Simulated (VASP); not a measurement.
Wanted: the native input for a VASP 6.6.1 run.

| Property | Result |
| --- | --- |
| Task | single point |
| Functional | RPBE |
| Potentials or basis | VASP PAW PBE potentials, release 64 (Ru_pv) |
| Cutoff | 520 eV |
| k mesh | 10 × 10 × 13 |
| Occupations | fermi-dirac, width 0.1 eV |
| Spin | no spin polarisation |
| Dipole correction | no |
| Further INCAR settings | ALGO = Normal; EDIFF = 1e-06; NBANDS = 28 |

The structure of Ru lies in POSCAR:

```
Ru
1.0
    4.1111435899      0.0000000000      0.0000000000
   -2.0555717949      3.5603547875      0.0000000000
    0.0000000000      0.0000000000      2.5852293636
Ru
3
Direct
    1.0000000000      0.0000000000      0.0000000000
    0.3333333333      0.6666666667      0.5000000000
    0.6666666667      0.3333333333      0.5000000000
```

This isn't the form of Ru at room conditions, which is hcp.

One way to write it, as run:

INCAR

```
PREC = Accurate ; ENCUT = 520
EDIFF = 1E-6 ; ISMEAR = -1
SIGMA = 0.1 ; LREAL = False
LASPH = True ; NELM = 80
ALGO = Normal ; ISIF = 2
LWAVE = False ; LCHARG = False
GGA = RP ; NBANDS = 28
```

KPOINTS

```
Automatic mesh
0
Gamma
  10 10 13
```

Potentials or basis: VASP PAW PBE potentials, release 64 (Ru_pv).

Run with:

```sh
$ cat potpaw_PBE.64/Ru_pv/POTCAR > POTCAR
$ mpirun -np 1 vasp_std > vasp.out
```

Results of the run:

```yaml
Pressure: 48.3 GPa
Band_gap_on_the_k_mesh: zero (bands 21 and 22 overlap by 2.72 eV)
```

Caveat: the cell stands under pressure; the PAW data sets were made with another functional, which shifts forces and pressure a little.

It took 30 s on 1 thread of Intel(R) Xeon(R) 6975P-C (Granite Rapids) (shared host), peak memory 0.2 GiB.
